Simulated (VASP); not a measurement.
Here is a VASP 6.6.1 calculation.

INCAR

```
ALGO = Normal ; EDIFF = 1E-6
ENCUT = 520 ; GGA = PE
ISIF = 2 ; ISMEAR = 0
LASPH = True ; LCHARG = False
LREAL = False ; LWAVE = False
NBANDS = 14 ; NELM = 60
PREC = Accurate ; SIGMA = 0.15
```

The input KPOINTS:

```
k-points
0
Gamma
  18 18 18
```

File POSCAR:

```
ZrB
1.0
    0.0000000000      2.3250000000      2.3598750000
    2.3250000000      0.0000000000      2.3598750000
    2.3250000000      2.3250000000      0.0000000000
Zr B
1 1
Direct
    0.0000000000      0.0000000000      0.0000000000
    0.5000000000      0.5000000000      0.5000000000
```

Potentials or basis: VASP PAW PBE potentials, release 64 (Zr_sv, B).

Launch:

```sh
$ cat potpaw_PBE.64/Zr_sv/POTCAR potpaw_PBE.64/B/POTCAR > POTCAR
$ mpirun -np 1 vasp_std > vasp.out
```

Question: What does it give for the pressure?

Answer: 30.9 GPa.

Stress tensor (GPa, compression positive):
```
33.28  0.00  0.00
 0.00 33.28  0.00
 0.00  0.00 26.21
```

Caveat: the cell differs from its parent crystal (strain +0.000 along x and y, +0.015 along z).
